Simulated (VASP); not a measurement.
# KBr3 (P4/mmm) in VASP: notebook

The runs below take KBr3 through single point, with PBE.

All numbers are computed with VASP 6.6.1; they aren't measurements. Logs are shortened: lines on timing, memory, paths and dates and some standing lists are left out, and cuts for length are marked.

### 1 The cell of the first run

Symmetry: P4/mmm, No. 123, tetragonal system. The conventional cell has a = 5.443 Å, b = 5.443 Å, c = 11.033 Å, α = 90.00°, β = 90.00°, γ = 90.00°. K (site symmetry 4/mmm) has 2 Br at 2.96 Å within 3.9 Å. Within 3.4 Å of Br (site symmetry 4/mmm) lie 2 Br at 2.55 Å. Br (site symmetry 4mm) has 1 Br at 2.55 Å and 1 K at 2.96 Å within 3.4 Å.

The cell was built from a structure type or drawn by symmetry, and may not be a known phase.

### 2 Single point, PBE

INCAR reads:

```
PREC = Accurate ; ENCUT = 520
EDIFF = 1E-6 ; ISMEAR = 0
SIGMA = 0.1 ; LREAL = False
LASPH = True ; NELM = 100
ALGO = Normal ; ISIF = 2
LWAVE = False ; LCHARG = False
GGA = PE ; NBANDS = 23
```

KPOINTS reads:

```
regular mesh
0
Gamma
  4 4 2
```

POSCAR reads:

```
KBr3
1.0
    5.4426647893      0.0000000000      0.0000000000
    0.0000000000      5.4426647893      0.0000000000
    0.0000000000      0.0000000000     11.0333716895
K Br
1 3
Direct
    0.0000000000      0.0000000000      0.5000000000
    0.0000000000      0.0000000000      0.0000000000
    0.0000000000      0.0000000000      0.2313357447
    0.0000000000      0.0000000000      0.7686642553
```

Potentials or basis: VASP PAW PBE potentials, release 64 (K_sv, Br).

Command:

```sh
$ cat potpaw_PBE.64/K_sv/POTCAR potpaw_PBE.64/Br/POTCAR > POTCAR
$ mpirun -np 1 vasp_std > vasp.out
```

OUTCAR:

```text
PREC = Accurate
   ENCUT = 520
   EDIFF = 1E-6
   ISMEAR = 0
   LREAL = False
   LASPH = True
   NELM = 100
   ISIF = 2
   GGA = PE

 ion  position               nearest neighbor table
   1  0.000  0.000  0.500-   3 2.96   4 2.96
   2  0.000  0.000  0.000-   3 2.55   4 2.55
   3  0.000  0.000  0.231-   2 2.55   1 2.96
   4  0.000  0.000  0.769-   2 2.55   1 2.96

  LATTYP: Found a simple tetragonal cell.
 ALAT       =     5.4426647893
 C/A-ratio  =     2.0272002992

  Lattice vectors:

 A1 = (   5.4426647893,   0.0000000000,   0.0000000000)
 A2 = (   0.0000000000,   5.4426647893,   0.0000000000)
 A3 = (   0.0000000000,   0.0000000000,  11.0333716895)

Analysis of symmetry for initial positions (statically):
=====================================================================
 Subroutine PRICEL returns:
 Original cell was already a primitive cell.

 Routine SETGRP: Setting up the symmetry group for a
 simple tetragonal supercell.

 Subroutine GETGRP returns: Found 16 space group operations
 (whereof 16 operations were pure point group operations)
 out of a pool of 16 trial point group operations.

The static configuration has the point symmetry D_4h.

Analysis of symmetry for dynamics (positions and initial velocities):
=====================================================================
 Subroutine PRICEL returns:
 Original cell was already a primitive cell.

 Routine SETGRP: Setting up the symmetry group for a
 simple tetragonal supercell.

 Subroutine GETGRP returns: Found 16 space group operations
 (whereof 16 operations were pure point group operations)
 out of a pool of 16 trial point group operations.

The dynamic configuration has the point symmetry D_4h.

 Subroutine INISYM returns: Found 16 space group operations
 (whereof 16 operations are pure point group operations),
 and found     1 'primitive' translations

----------------------------------------------------------------------------------------

                                     Primitive cell

  volume of cell :     326.8372

  direct lattice vectors                    reciprocal lattice vectors
     5.442664789  0.000000000  0.000000000     0.183733527  0.000000000  0.000000000
     0.000000000  5.442664789  0.000000000     0.000000000  0.183733527  0.000000000
     0.000000000  0.000000000 11.033371689     0.000000000  0.000000000  0.090634126

  length of vectors
     5.442664789  5.442664789 11.033371689     0.183733527  0.183733527  0.090634126

  position of ions in fractional coordinates (direct lattice)
     0.000000000  0.000000000  0.500000000
     0.000000000  0.000000000  0.000000000
     0.000000000  0.000000000  0.231335745
     0.000000000  0.000000000  0.768664255

  ion indices of the primitive-cell ions
   primitive index   ion index
                 1           1
                 2           2
                 3           3
                 4           4

----------------------------------------------------------------------------------------

 KPOINTS: regular mesh

Automatic generation of k-mesh.
 Grid dimensions read from file:
 generate k-points for:    4    4    2

 Generating k-lattice:

  Cartesian coordinates                     Fractional coordinates (reciprocal lattice)
     0.045933382  0.000000000  0.000000000     0.250000000  0.000000000  0.000000000
     0.000000000  0.045933382  0.000000000     0.000000000  0.250000000  0.000000000
     0.000000000  0.000000000  0.045317063     0.000000000  0.000000000  0.500000000

  Length of vectors
     0.045933382  0.045933382  0.045317063

  Shift w.r.t. Gamma in fractional coordinates (k-lattice)
     0.000000000  0.000000000  0.000000000

 Subroutine IBZKPT returns following result:
 ===========================================

 Found     12 irreducible k-points:

 Following reciprocal coordinates:
            Coordinates               Weight
  0.000000  0.000000  0.000000      1.000000
  0.250000  0.000000  0.000000      4.000000
  0.500000  0.000000  0.000000      2.000000
  0.250000  0.250000  0.000000      4.000000
  0.500000  0.250000  0.000000      4.000000
  0.500000  0.500000  0.000000      1.000000
  0.000000  0.000000  0.500000      1.000000
  0.250000  0.000000  0.500000      4.000000
  0.500000  0.000000  0.500000      2.000000
  0.250000  0.250000  0.500000      4.000000
  0.500000  0.250000  0.500000      4.000000
  0.500000  0.500000  0.500000      1.000000
   k-points           NKPTS =     12   k-points in BZ     NKDIM =     12   number of bands    NBANDS=     23
   number of dos      NEDOS =    301   number of ions     NIONS =      4
   total plane-waves  NPLWV = 134400
   dimension x,y,z NGX =    40 NGY =   40 NGZ =   84
   dimension x,y,z NGXF=    80 NGYF=   80 NGZF=  168
   ions per type =               1   3
   NGX,Y,Z   is equivalent  to a cutoff of  12.22, 12.22, 12.66 a.u.
   NGXF,Y,Z  is equivalent  to a cutoff of  24.44, 24.44, 25.31 a.u.
 SYSTEM =  unknown system
   PREC   = accura    normal or accurate (medium, high low for compatibility)
   ISTART =      0    job   : 0-new  1-cont  2-samecut
   ICHARG =      2    charge: 1-file 2-atom 10-const
   ISPIN  =      1    spin polarized calculation?
   LNONCOLLINEAR =      F non collinear calculations
   LSORBIT =      F    spin-orbit coupling
   LASPH  =      T    aspherical Exc in radial PAW
   ENCUT  =  520.0 eV  38.22 Ry    6.18 a.u.  10.12 10.12 20.51*2*pi/ulx,y,z
   NELM   =    100;   NELMIN=  2; NELMDL= -5     # of ELM steps
   EDIFF  = 0.1E-05   stopping-criterion for ELM
   LREAL  =      F    real-space projection
   EDIFFG = 0.1E-04   stopping-criterion for IOM
   NSW    =      0    number of steps for IOM
   IBRION =     -1    ionic relax: 0-MD 1-quasi-New 2-CG
   NFREE  =      0    steps in history (QN), initial steepest desc. (CG)
   ISIF   =      2    stress and relaxation
   ISYM   =      2    0-nonsym 1-usesym 2-fastsym
   POTIM  = 0.5000    time-step for ionic-motion
   TEBEG  =    0.0;   TEEND  =   0.0 temperature during run
   PSTRESS=    0.0 pullay stress
   NELECT =      30.0000    total number of electrons
   NUPDOWN=      -1.0000    fix difference up-down
   EMIN   =  10.00;   EMAX   =-10.00  energy-range for DOS
   EFERMI =   0.00;   METHOD = LEGACY
   ISMEAR =     0;   SIGMA  =   0.10  broadening in eV -4-tet -1-fermi 0-gaus
   EFERMI_NEDOS =   21; number of points for ismear=-14 and -15
   IALGO  =     38    algorithm
   IMIX   =      4    mixing-type and parameters
     AMIX     =   0.40;   BMIX     =  1.00
     AMIX_MAG =   1.60;   BMIX_MAG =  1.00
  volume/ion in A,a.u.               =      81.71       551.40
  Fermi-wavevector in a.u.,A,eV,Ry     =   0.738479  1.395523  7.419953  0.545351
  Thomas-Fermi vector in A             =   1.832411
   LORBIT       =      0    0 simple, 1 ext, 2 COOP (PROOUT), +10 PAW based schemes
   GGA     = PE    functional components
   LHFCALC =     F    Hartree Fock is set to
   AEXX    =    0.0000 exact exchange contribution
   IVDW    =     0    specifies the selected vdW correction
   LEPSILON=     F    determine dielectric tensor
   LRPA    =     F    only Hartree local field effects (RPA)
 non-spin polarized calculation
 Gauss-broadening in eV      SIGMA  =   0.10
  energy-cutoff  :      520.00
  volume of cell :      326.84
 maximum number of plane-waves:      8828
   NGX = 21   NGY = 21   NGZ = 41

 number of electron      30.0000003 magnetization

 Free energy of the ion-electron system (eV)
  ---------------------------------------------------
  ext. energy  EPLUGINS =         0.00000000
  ---------------------------------------------------
  free energy    TOTEN  =        -8.28401047 eV

  energy without entropy =       -8.28401047  energy(sigma->0) =       -8.28401047

 E-fermi :  -2.8800     XC(G=0):  -4.4459

 val. band max:       -3.4206386892   @ k =   0.5000   0.0000   0.0000
 cond. band min:      -1.7871428441   @ k =   0.0000   0.0000   0.5000
 fundamental gap:      1.6334958451
 Fermi energy:        -2.8800373736

 k-point     1 :       0.0000    0.0000    0.0000
  band No.  band energies     occupation
      1     -33.9345      2.00000
      2     -17.8927      2.00000
      3     -17.6347      2.00000
      4     -17.4604      2.00000
      5     -17.4604      2.00000
      6     -16.5433      2.00000
[... 15 lines left out ...]
     22       3.3068      0.00000
     23       3.5173      0.00000

 k-point     2 :       0.2500    0.0000    0.0000
  band No.  band energies     occupation
      1     -33.9344      2.00000
      2     -17.8910      2.00000
      3     -17.6339      2.00000
      4     -17.4632      2.00000
      5     -17.4602      2.00000
      6     -16.5420      2.00000
[... 15 lines left out ...]
     22       3.0942      0.00000
     23       3.3475      0.00000

 k-point     3 :       0.5000    0.0000    0.0000
  band No.  band energies     occupation
      1     -33.9344      2.00000
      2     -17.8892      2.00000
      3     -17.6332      2.00000
      4     -17.4660      2.00000
      5     -17.4600      2.00000
      6     -16.5407      2.00000
[... 15 lines left out ...]
     22       3.3849      0.00000
     23       3.3917      0.00000
[... 183 lines left out ...]
 k-point    11 :       0.5000    0.2500    0.5000
  band No.  band energies     occupation
      1     -33.9343      2.00000
      2     -17.9991      2.00000
      3     -17.4657      2.00000
      4     -17.4627      2.00000
      5     -17.3503      2.00000
      6     -16.8351      2.00000
[... 15 lines left out ...]
     22       3.2645      0.00000
     23       3.5131      0.00000

 k-point    12 :       0.5000    0.5000    0.5000
  band No.  band energies     occupation
      1     -33.9343      2.00000
      2     -17.9976      2.00000
      3     -17.4655      2.00000
      4     -17.4655      2.00000
      5     -17.3498      2.00000
      6     -16.8333      2.00000
[... 15 lines left out ...]
     22       2.8185      0.00000
     23       3.0899      0.00000

------------------------ aborting loop because EDIFF is reached ----------------------------------------

  FORCE on cell =-STRESS in cart. coord.  units (eV):
  Direction    XX          YY          ZZ          XY          YZ          ZX
  --------------------------------------------------------------------------------------
  -------------------------------------------------------------------------------------
  Total        0.5061574      0.5061574     -0.3461592      0.0000000      0.0000000     -0.0000000
  in kB        2.4812169      2.4812169     -1.6968953      0.0000000      0.0000000     -0.0000000
  external PRESSURE =       1.0885128 kB  Pullay stress =       0.0000000 kB

 VOLUME and BASIS-vectors are now :
 -----------------------------------------------------------------------------
  energy-cutoff  :      520.00
  volume of cell :      326.84
      direct lattice vectors                 reciprocal lattice vectors
     5.442664789  0.000000000  0.000000000     0.183733527  0.000000000  0.000000000
     0.000000000  5.442664789  0.000000000     0.000000000  0.183733527  0.000000000
     0.000000000  0.000000000 11.033371689     0.000000000  0.000000000  0.090634126

 POSITION                                       TOTAL-FORCE (eV/Angst)
 -----------------------------------------------------------------------------------
      0.00000      0.00000      5.51669         0.000000     -0.000000      0.000000
      0.00000      0.00000      0.00000         0.000000     -0.000000      0.000000
      0.00000      0.00000      2.55241         0.000000      0.000000     -0.001077
      0.00000      0.00000      8.48096        -0.000000      0.000000      0.001077
 -----------------------------------------------------------------------------------
    total drift:                               -0.000000     -0.000000      0.000000

  FREE ENERGIE OF THE ION-ELECTRON SYSTEM (eV)
  ---------------------------------------------------
  free  energy   TOTEN  =        -8.2840104685 eV

  energy  without entropy=       -8.2840104685  energy(sigma->0) =       -8.28401047
```

It took 80 s on 1 thread of Intel Xeon Platinum 8488C (Sapphire Rapids), shared host; peak memory 0.36 GiB.

What came out:

```
Free energy            : -8.2840 eV
Pressure               : 0.1 GPa
Band gap on the k mesh : 1.63 eV (least direct gap 1.67 eV)
```

Stress tensor (GPa, compression positive):
```
 0.25  0.00  0.00
 0.00  0.25  0.00
 0.00  0.00 -0.17
```

Levels at points of the mesh, in eV from the valence-band top:
```tsv
k point	band 12	band 13	band 14	band 15	band 16	band 17	band 18	band 19
(0.00, 0.00, 0.00)	-1.01	-1.01	-0.01	-0.01	2.32	2.62	5.27	5.32
(0.50, 0.00, 0.00)	-1.18	-0.99	-0.14	0.00	2.36	3.75	4.16	5.77
(0.50, 0.50, 0.00)	-1.15	-1.15	-0.12	-0.12	2.39	4.68	5.08	5.08
(0.00, 0.00, 0.50)	-0.98	-0.98	-0.04	-0.04	1.63	2.98	4.83	5.32
(0.50, 0.00, 0.50)	-1.15	-0.96	-0.16	-0.03	1.84	3.92	4.12	5.87
(0.50, 0.50, 0.50)	-1.13	-1.13	-0.14	-0.14	1.92	4.69	5.03	5.03
```

A k mesh can miss the band edges.

### 3 Single point, PBE

This run uses another cell than the first one, of 33.19 Å³/atom.

INCAR reads:

```
  ALGO = Normal
  EDIFF = 1E-6
  ENCUT = 520
  GGA = PE
  ISIF = 2
  ISMEAR = 0
  LASPH = T
  LCHARG = F
  LREAL = F
  LWAVE = F
  NBANDS = 23
  NELM = 100
  PREC = Accurate
  SIGMA = 0.1
```

KPOINTS reads:

```
k-points
0
Gamma
  4 4 2
```

POSCAR reads:

```
KBr3
1.0
    4.1387611300      0.0000000000      0.0000000000
    0.0000000000      4.1387611300      0.0000000000
    0.0000000000      0.0000000000      7.7497318200
K Br
1 3
Direct
    0.0000000000      0.0000000000      0.5000000000
    0.0000000000      0.0000000000      0.0000000000
    0.0000000000      0.0000000000      0.2203962700
    0.0000000000      0.0000000000      0.7796037300
```

Potentials or basis: VASP PAW PBE potentials, release 64 (K_sv, Br).

Command:

```sh
$ cat potpaw_PBE.64/K_sv/POTCAR potpaw_PBE.64/Br/POTCAR > POTCAR
$ mpirun -np 1 vasp_std > vasp.out
```

Wall time 21 s (1 thread of Intel Xeon Platinum 8488C (Sapphire Rapids), shared host); peak memory 0.24 GiB.

It converged, with:

```yaml
Free_energy: 17.9284 eV
Pressure: 74.4 GPa
Largest_force: 34.108 eV/Å
Band_gap_on_the_k_mesh: zero (bands 15 and 16 overlap by 1.30 eV)
```

Forces in eV/Å, atoms in the order of the input:
```
K     0.000   0.000   0.000
Br    0.000   0.000   0.000
Br    0.000   0.000  34.108
Br    0.000   0.000 -34.108
```

Stress tensor (GPa, compression positive):
```
  0.81   0.00   0.00
  0.00   0.81   0.00
  0.00   0.00 221.48
```

Levels at points of the mesh, in eV from the Fermi level:
```tsv
k point	band 11	band 12	band 13	band 14	band 15	band 16	band 17	band 18	band 19	band 20
(0.00, 0.00, 0.00)	-6.40	-6.40	-2.20	-1.84	-1.84	-0.76	1.07	2.11	2.31	4.01
(0.50, 0.00, 0.00)	-7.18	-6.33	-2.80	-1.77	-1.74	1.06	2.31	2.72	2.99	4.20
(0.50, 0.50, 0.00)	-7.05	-7.05	-2.58	-2.58	-1.59	0.71	2.88	3.08	3.08	3.50
(0.00, 0.00, 0.50)	-6.13	-6.13	-2.40	-2.40	-1.16	-0.75	1.82	2.63	2.75	3.69
(0.50, 0.00, 0.50)	-6.90	-6.05	-3.29	-2.31	-0.07	1.38	1.76	2.68	3.83	4.58
(0.50, 0.50, 0.50)	-6.76	-6.76	-3.12	-3.12	0.55	1.19	1.48	3.77	3.77	5.20
```

Caveat: the k points lie up to 0.41 Å⁻¹ apart, too coarse for converged energies and pressures of a metal; forces of over 1 eV/Å act on the atoms, so gaps and moduli don't describe the material at rest.
